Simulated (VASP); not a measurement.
# BiTe (Fm-3m) in VASP: electric field gradients with PBE

Aim: the electric field gradients of BiTe with PBE.

Program: VASP 6.6.1. These are calculated values, not measurements. Logs are shortened: lines on timing, memory, paths and dates and some standing lists are left out, and cuts for length are marked.

**1. The cell of the first run**

It takes space group Fm-3m (No. 225, cubic). Conventional cell: a = 6.470 Å, b = 6.470 Å, c = 6.470 Å, α = 90.00°, β = 90.00°, γ = 90.00°. Bi (site symmetry m-3m) has 6 Te at 3.23 Å within 4.3 Å. Te (site symmetry m-3m) has 6 Bi at 3.23 Å within 4.3 Å.

**2. Electric field gradients, PBE**

The input, INCAR:

```
SYSTEM = BiTe
PREC = Accurate
ENCUT = 400
EDIFF = 1E-8
ISMEAR = 0
SIGMA = 0.1
LREAL = .FALSE.
LASPH = .TRUE.
NELM = 120
ALGO = Normal
ISIF = 2
LWAVE = .FALSE.
LCHARG = .FALSE.
GGA = PE
LEFG = .TRUE.
NBANDS = 18
GGA_COMPAT = .FALSE.
```

The input, KPOINTS:

```
Automatic mesh
0
G
  4 4 4
  0 0 0
```

The input, POSCAR:

```
BiTe
1.0
    0.0000000000      3.2350000000      3.2350000000
    3.2350000000      0.0000000000      3.2350000000
    3.2350000000      3.2350000000      0.0000000000
Bi Te
1 1
Direct
    0.0000000000      0.0000000000      0.0000000000
    0.5000000000      0.5000000000      0.5000000000
```

Potentials or basis: VASP PAW PBE potentials, release 64 (Bi_d, Te).

Started as:

```bash
> cat potpaw_PBE.64/Bi_d/POTCAR potpaw_PBE.64/Te/POTCAR > POTCAR
> mpirun -np 1 vasp_std > vasp.out
```

OUTCAR:

```text
SYSTEM = BiTe
   PREC = Accurate
   ENCUT = 400
   EDIFF = 1E-8
   ISMEAR = 0
   LREAL = .FALSE.
   LASPH = .TRUE.
   NELM = 120
   ISIF = 2
   GGA = PE

 ion  position               nearest neighbor table
   1  0.000  0.000  0.000-   2 3.23   2 3.23   2 3.23   2 3.23   2 3.23   2 3.23
   2  0.500  0.500  0.500-   1 3.23   1 3.23   1 3.23   1 3.23   1 3.23   1 3.23

  LATTYP: Found a face centered cubic cell.
 ALAT       =     6.4700000000

  Lattice vectors:

 A1 = (   0.0000000000,   3.2350000000,   3.2350000000)
 A2 = (   3.2350000000,   0.0000000000,   3.2350000000)
 A3 = (   3.2350000000,   3.2350000000,   0.0000000000)

Analysis of symmetry for initial positions (statically):
=====================================================================
 Subroutine PRICEL returns:
 Original cell was already a primitive cell.

 Routine SETGRP: Setting up the symmetry group for a
 face centered cubic supercell.

 Subroutine GETGRP returns: Found 48 space group operations
 (whereof 48 operations were pure point group operations)
 out of a pool of 48 trial point group operations.

The static configuration has the point symmetry O_h .

Analysis of symmetry for dynamics (positions and initial velocities):
=====================================================================
 Subroutine PRICEL returns:
 Original cell was already a primitive cell.

 Routine SETGRP: Setting up the symmetry group for a
 face centered cubic supercell.

 Subroutine GETGRP returns: Found 48 space group operations
 (whereof 48 operations were pure point group operations)
 out of a pool of 48 trial point group operations.

The dynamic configuration has the point symmetry O_h .

 Subroutine INISYM returns: Found 48 space group operations
 (whereof 48 operations are pure point group operations),
 and found     1 'primitive' translations

----------------------------------------------------------------------------------------

                                     Primitive cell

  volume of cell :      67.7100

  direct lattice vectors                    reciprocal lattice vectors
     0.000000000  3.235000000  3.235000000    -0.154559505  0.154559505  0.154559505
     3.235000000  0.000000000  3.235000000     0.154559505 -0.154559505  0.154559505
     3.235000000  3.235000000  0.000000000     0.154559505  0.154559505 -0.154559505

  length of vectors
     4.574980874  4.574980874  4.574980874     0.267704916  0.267704916  0.267704916

  position of ions in fractional coordinates (direct lattice)
     0.000000000  0.000000000  0.000000000
     0.500000000  0.500000000  0.500000000

  ion indices of the primitive-cell ions
   primitive index   ion index
                 1           1
                 2           2

----------------------------------------------------------------------------------------

 KPOINTS: Automatic mesh

Automatic generation of k-mesh.
 Grid dimensions read from file:
 generate k-points for:    4    4    4

 Generating k-lattice:

  Cartesian coordinates                     Fractional coordinates (reciprocal lattice)
    -0.038639876  0.038639876  0.038639876     0.250000000  0.000000000  0.000000000
     0.038639876 -0.038639876  0.038639876     0.000000000  0.250000000  0.000000000
     0.038639876  0.038639876 -0.038639876     0.000000000  0.000000000  0.250000000

  Length of vectors
     0.066926229  0.066926229  0.066926229

  Shift w.r.t. Gamma in fractional coordinates (k-lattice)
     0.000000000  0.000000000  0.000000000

 Subroutine IBZKPT returns following result:
 ===========================================

 Found      8 irreducible k-points:

 Following reciprocal coordinates:
            Coordinates               Weight
  0.000000  0.000000  0.000000      1.000000
  0.250000  0.000000  0.000000      8.000000
  0.500000  0.000000  0.000000      4.000000
  0.250000  0.250000  0.000000      6.000000
  0.500000  0.250000  0.000000     24.000000
 -0.250000  0.250000  0.000000     12.000000
  0.500000  0.500000  0.000000      3.000000
 -0.250000  0.500000  0.250000      6.000000
   k-points           NKPTS =      8   k-points in BZ     NKDIM =      8   number of bands    NBANDS=     18
   number of dos      NEDOS =    301   number of ions     NIONS =      2
   total plane-waves  NPLWV =  27000
   dimension x,y,z NGX =    30 NGY =   30 NGZ =   30
   dimension x,y,z NGXF=    60 NGYF=   60 NGZF=   60
   ions per type =               1   1
   NGX,Y,Z   is equivalent  to a cutoff of  10.90, 10.90, 10.90 a.u.
   NGXF,Y,Z  is equivalent  to a cutoff of  21.80, 21.80, 21.80 a.u.
 SYSTEM =  BiTe
   PREC   = accura    normal or accurate (medium, high low for compatibility)
   ISTART =      0    job   : 0-new  1-cont  2-samecut
   ICHARG =      2    charge: 1-file 2-atom 10-const
   ISPIN  =      1    spin polarized calculation?
   LNONCOLLINEAR =      F non collinear calculations
   LSORBIT =      F    spin-orbit coupling
   LASPH  =      T    aspherical Exc in radial PAW
   ENCUT  =  400.0 eV  29.40 Ry    5.42 a.u.   7.46  7.46  7.46*2*pi/ulx,y,z
   NELM   =    120;   NELMIN=  2; NELMDL= -5     # of ELM steps
   EDIFF  = 0.1E-07   stopping-criterion for ELM
   LREAL  =      F    real-space projection
   EDIFFG = 0.1E-06   stopping-criterion for IOM
   NSW    =      0    number of steps for IOM
   IBRION =     -1    ionic relax: 0-MD 1-quasi-New 2-CG
   NFREE  =      0    steps in history (QN), initial steepest desc. (CG)
   ISIF   =      2    stress and relaxation
   ISYM   =      2    0-nonsym 1-usesym 2-fastsym
   POTIM  = 0.5000    time-step for ionic-motion
   TEBEG  =    0.0;   TEEND  =   0.0 temperature during run
   PSTRESS=    0.0 pullay stress
   NELECT =      21.0000    total number of electrons
   NUPDOWN=      -1.0000    fix difference up-down
   EMIN   =  10.00;   EMAX   =-10.00  energy-range for DOS
   EFERMI =   0.00;   METHOD = LEGACY
   ISMEAR =     0;   SIGMA  =   0.10  broadening in eV -4-tet -1-fermi 0-gaus
   EFERMI_NEDOS =   21; number of points for ismear=-14 and -15
   IALGO  =     38    algorithm
   IMIX   =      4    mixing-type and parameters
     AMIX     =   0.40;   BMIX     =  1.00
     AMIX_MAG =   1.60;   BMIX_MAG =  1.00
  volume/ion in A,a.u.               =      33.86       228.46
  Fermi-wavevector in a.u.,A,eV,Ry     =   1.108146  2.094092 16.707785  1.227988
  Thomas-Fermi vector in A             =   2.244669
   LORBIT       =      0    0 simple, 1 ext, 2 COOP (PROOUT), +10 PAW based schemes
   GGA     = PE    functional components
   LHFCALC =     F    Hartree Fock is set to
   AEXX    =    0.0000 exact exchange contribution
   IVDW    =     0    specifies the selected vdW correction
   LEPSILON=     F    determine dielectric tensor
   LRPA    =     F    only Hartree local field effects (RPA)
 non-spin polarized calculation
 Gauss-broadening in eV      SIGMA  =   0.10
  energy-cutoff  :      400.00
  volume of cell :       67.71
 maximum number of plane-waves:      1243
 NGX is ok and might be reduce to    30
   NGX = 15   NGY = 15   NGZ = 15

 number of electron      21.0000008 magnetization

 Free energy of the ion-electron system (eV)
  ---------------------------------------------------
  ext. energy  EPLUGINS =         0.00000000
  ---------------------------------------------------
  free energy    TOTEN  =        -7.20559930 eV

  energy without entropy =       -7.18792472  energy(sigma->0) =       -7.19676201

 E-fermi :   6.6310     XC(G=0):  -9.4241

 val. band max:        6.5732992320   @ k =  -0.2500   0.2500   0.0000
 cond. band min:       6.6536585579   @ k =  -0.2500   0.2500   0.0000
 fundamental gap:      0.0803593259
 Fermi energy:         6.6310079614

 k-point     1 :       0.0000    0.0000    0.0000
  band No.  band energies     occupation
      1     -16.4708      2.00000
      2     -16.4708      2.00000
      3     -16.4696      2.00000
      4     -16.4696      2.00000
      5     -16.4696      2.00000
      6      -6.8624      2.00000
[... 10 lines left out ...]
     17      12.7860      0.00000
     18      13.2283      0.00000

 k-point     2 :       0.2500    0.0000    0.0000
  band No.  band energies     occupation
      1     -16.4732      2.00000
      2     -16.4732      2.00000
      3     -16.4687      2.00000
      4     -16.4661      2.00000
      5     -16.4661      2.00000
      6      -6.3107      2.00000
[... 10 lines left out ...]
     17      15.4534      0.00000
     18      15.8241      0.00000

 k-point     3 :       0.5000    0.0000    0.0000
  band No.  band energies     occupation
      1     -16.4757      2.00000
      2     -16.4757      2.00000
      3     -16.4677      2.00000
      4     -16.4624      2.00000
      5     -16.4624      2.00000
      6      -4.9153      2.00000
[... 10 lines left out ...]
     17      14.8610      0.00000
     18      15.8765      0.00000

 k-point     4 :       0.2500    0.2500    0.0000
  band No.  band energies     occupation
      1     -16.4774      2.00000
      2     -16.4713      2.00000
      3     -16.4685      2.00000
      4     -16.4645      2.00000
      5     -16.4645      2.00000
      6      -6.1603      2.00000
[... 10 lines left out ...]
     17      13.8312      0.00000
     18      13.9581      0.00000

 k-point     5 :       0.5000    0.2500    0.0000
  band No.  band energies     occupation
      1     -16.4798      2.00000
      2     -16.4706      2.00000
      3     -16.4691      2.00000
      4     -16.4627      2.00000
      5     -16.4612      2.00000
      6      -5.1204      2.00000
[... 10 lines left out ...]
     17      15.9836      0.00000
     18      16.5047      0.00000

 k-point     6 :      -0.2500    0.2500    0.0000
  band No.  band energies     occupation
      1     -16.4756      2.00000
      2     -16.4736      2.00000
      3     -16.4665      2.00000
      4     -16.4642      2.00000
      5     -16.4640      2.00000
      6      -5.4656      2.00000
[... 10 lines left out ...]
     17      14.7710      0.00000
     18      16.2788      0.00000

 k-point     7 :       0.5000    0.5000    0.0000
  band No.  band energies     occupation
      1     -16.4849      2.00000
      2     -16.4731      2.00000
      3     -16.4662      2.00000
      4     -16.4592      2.00000
      5     -16.4592      2.00000
      6      -5.1052      2.00000
[... 10 lines left out ...]
     17      16.3041      0.00000
     18      17.2670      0.00000

 k-point     8 :      -0.2500    0.5000    0.2500
  band No.  band energies     occupation
      1     -16.4803      2.00000
      2     -16.4705      2.00000
      3     -16.4663      2.00000
      4     -16.4663      2.00000
      5     -16.4592      2.00000
      6      -4.5634      2.00000
[... 10 lines left out ...]
     17      16.4156      0.00000
     18      17.3813      0.00000

------------------------ aborting loop because EDIFF is reached ----------------------------------------

  FORCE on cell =-STRESS in cart. coord.  units (eV):
  Direction    XX          YY          ZZ          XY          YZ          ZX
  --------------------------------------------------------------------------------------
  -------------------------------------------------------------------------------------
  Total        0.2460230      0.2460230      0.2460230      0.0000000     -0.0000000     -0.0000000
  in kB        5.8214811      5.8214811      5.8214811      0.0000000     -0.0000000     -0.0000000
  external PRESSURE =       5.8214811 kB  Pullay stress =       0.0000000 kB

 VOLUME and BASIS-vectors are now :
 -----------------------------------------------------------------------------
  energy-cutoff  :      400.00
  volume of cell :       67.71
      direct lattice vectors                 reciprocal lattice vectors
     0.000000000  3.235000000  3.235000000    -0.154559505  0.154559505  0.154559505
     3.235000000  0.000000000  3.235000000     0.154559505 -0.154559505  0.154559505
     3.235000000  3.235000000  0.000000000     0.154559505  0.154559505 -0.154559505

 POSITION                                       TOTAL-FORCE (eV/Angst)
 -----------------------------------------------------------------------------------
      0.00000      0.00000      0.00000         0.000000     -0.000000     -0.000000
      3.23500      3.23500      3.23500        -0.000000      0.000000      0.000000
 -----------------------------------------------------------------------------------
    total drift:                               -0.000000      0.000000      0.000000

  FREE ENERGIE OF THE ION-ELECTRON SYSTEM (eV)
  ---------------------------------------------------
  free  energy   TOTEN  =        -7.2055993011 eV

  energy  without entropy=       -7.1879247198  energy(sigma->0) =       -7.19676201

 Electric field gradients (V/A^2)
---------------------------------------------------------------------
 ion       V_xx      V_yy      V_zz      V_xy      V_xz      V_yz
---------------------------------------------------------------------
   1      -0.000     0.000     0.000     0.001     0.001     0.001
   2       0.000     0.000    -0.000     0.000     0.000     0.000
---------------------------------------------------------------------

 Electric field gradients after diagonalization (V/A^2)
 (convention: |V_zz| > |V_xx| > |V_yy|)
----------------------------------------------------------------------
 ion       V_xx      V_yy      V_zz     asymmetry (V_yy - V_xx)/ V_zz
----------------------------------------------------------------------
   1      -0.001    -0.001     0.001       0.000
   2      -0.000    -0.000     0.001       0.000
----------------------------------------------------------------------

           NMR quadrupolar parameters

 Cq : quadrupolar parameter    Cq=e*Q*V_zz/h
 eta: asymmetry parameters     (V_yy - V_xx)/ V_zz
 Q  : nuclear electric quadrupole moment in mb (millibarn)
----------------------------------------------------------------------
 ion       Cq(MHz)       eta       Q (mb)
----------------------------------------------------------------------
   1       0.000       0.000       1.000
   2       0.000       0.000       1.000
----------------------------------------------------------------------
```

Wall time 18 s (1 thread of AMD EPYC 7R13, shared host); peak memory 0.13 GiB.

What came out:

| Quantity | Value |
| --- | --- |
| Free energy | -7.2056 eV |
| Pressure | 0.6 GPa |

Levels at points of the mesh, in eV from the Fermi level:
```
           k point  band 6  band 7  band 8  band 9  band 10  band 11  band 12  band 13  band 14  band 15
(0.00, 0.00, 0.00)  -13.49   -8.10   -2.52   -2.52    -2.52     2.19     2.19     2.19     4.70     4.70
(0.50, 0.00, 0.00)  -11.55  -11.21   -1.89   -1.89    -1.57    -0.78    -0.59    -0.59     7.36     7.81
(0.50, 0.50, 0.00)  -11.74   -9.92   -5.63   -3.99    -3.99     2.28     3.62     3.62     4.99     8.69
```

Caveat: the k points lie up to 0.42 Å⁻¹ apart; without QUAD_EFG the Cq values of the log hold for a quadrupole moment of 1 mb, not for the nuclei; spin-orbit coupling is left out, which moves the levels of the heavy elements.
